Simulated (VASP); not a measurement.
Write the native input for VASP 6.6.1 that does the following.

```yaml
Task: single point
Functional: PBE
Potentials_or_basis: VASP PAW PBE potentials, release 64 (Al)
Cutoff: 500 eV
k_mesh: 8 × 8 × 8
Occupations: fermi-dirac, width 0.025852 eV
Spin: no spin polarisation
Dipole_correction: no
Further_INCAR_settings: ALGO = Normal; EDIFF = 1e-06; NBANDS = 8
```

The structure of Al lies in POSCAR:

```
Al
1.0
   -1.5912186900      1.5912186900      1.5912186900
    1.5912186900     -1.5912186900      1.5912186900
    1.5912186900      1.5912186900     -1.5912186900
Al
1
Direct
    0.0000000000      0.0000000000      0.0000000000
```

These files were run (other wordings do the same):

INCAR

```
SYSTEM = Al
  PREC = Accurate
  ENCUT = 500
  EDIFF = 1E-6
  ISMEAR = -1
  SIGMA = 0.025851999786435532
  LREAL = .FALSE.
  LASPH = .TRUE.
  NELM = 120
  ALGO = Normal
  ISIF = 2
  LWAVE = .FALSE.
  LCHARG = .TRUE.
  GGA = PE
  LELF = .TRUE.
  LVHAR = .TRUE.
  NBANDS = 8
  GGA_COMPAT = .FALSE.
```

KPOINTS

```
regular mesh
0
G
  8 8 8
  0 0 0
```

Potentials or basis: VASP PAW PBE potentials, release 64 (Al).

The run is started by

```console
$ cat potpaw_PBE.64/Al/POTCAR > POTCAR
$ mpirun -np 1 vasp_std > vasp.out
```

Results of the run:

```yaml
Pressure: 4.3 GPa
```

Run time: 5.7 s on 1 thread of Intel Xeon 8259CL (shared host), peak memory 0.12 GiB.
